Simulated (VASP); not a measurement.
Runs of VASP 6.6.1 on OsI. The structure is that of space group R-3m (No. 166), or close to it. The cells are those of the table. 

```tsv
task	spin	cell	k mesh	cutoff (eV)	gap on the mesh (eV)	pressure (GPa)	moment (μB)	relaxed volume (Å³/atom)
single point	collinear	a = 4.613 Å, angles 41.9°, 2 atoms	6 × 6 × 6	520	none	0.0	0.00	-
relaxation of cell and atoms	off	relaxed from a = 4.613 Å, angles 41.9°, 2 atoms	18 × 18 × 18	600	none	0.0	-	(a)
single point	off	a = 4.621 Å, angles 41.8°, 2 atoms	18 × 18 × 18	520	none	-0.1	-	-
single point	collinear	a = 5.757 Å, angles 34.3°, 2 atoms	6 × 6 × 6	520	none	-16.2	(b)	-
relaxation of cell and atoms	collinear	relaxed from a = 5.757 Å, angles 34.3°, 2 atoms	6 × 6 × 6	600	none	0.1	0.00	19.82
```

Alike in all rows: level PBE; potentials or basis VASP PAW PBE potentials, release 64 (Os, I); smearing gaussian 0.1 eV.

Question: Estimate the missing entries.

Answer: (a) 19.84; (b) 1.33.

Caveats: some runs use coarse meshes; spin-orbit coupling is left out, which moves the levels of the heavy elements; an odd number of electrons without spin polarisation forces a metal (at least some runs); a magnetic or distorted state may lie lower (at least some runs); the volume moved by over 15 % at a fixed basis, so the end points are rough (at least some runs).

A k mesh can miss the band edges, and the runs leave out spin-orbit coupling on I, Os.

A gap of «none» marks levels without a gap at the run's occupations.
